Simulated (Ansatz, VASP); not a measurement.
TiN in VASP and in Ansatz

```
Ti N
1.0
     2.95005    0.00000    0.00000
     0.00000    2.95005    0.00000
     0.00000    0.00000   13.29570
Ti N
3 3
Direct
  0.25000 0.25000 0.35253
  0.75000 0.75000 0.50000
  0.25000 0.25000 0.64747
  0.75000 0.75000 0.33845
  0.25000 0.25000 0.50000
  0.75000 0.75000 0.66155
```

Alike in both runs: task single point; functional LDA; k mesh 14 × 14 × 1; occupations fermi-dirac, width 0.1 eV; no spin polarisation.

|  | VASP | Ansatz |
| --- | --- | --- |
| version | VASP 6.6.1 | Ansatz 0.2.0 |
| potentials or method | VASP PAW LDA potentials, release 64 (Ti_sv, N), cutoff 520 eV | all-electron LAPW, scalar-relativistic |

|  | VASP | Ansatz | Ansatz less VASP |
| --- | --- | --- | --- |
| rms of the force components (eV/Å) | 0.024 | 0.005 | -0.0192 |

LDA's correlation is that of Perdew and Zunger in VASP and of Perdew and Wang (1992) in Ansatz. Ansatz ran all-electron here, and VASP with PAW potentials. Ansatz's warnings: vacuum density over bound.
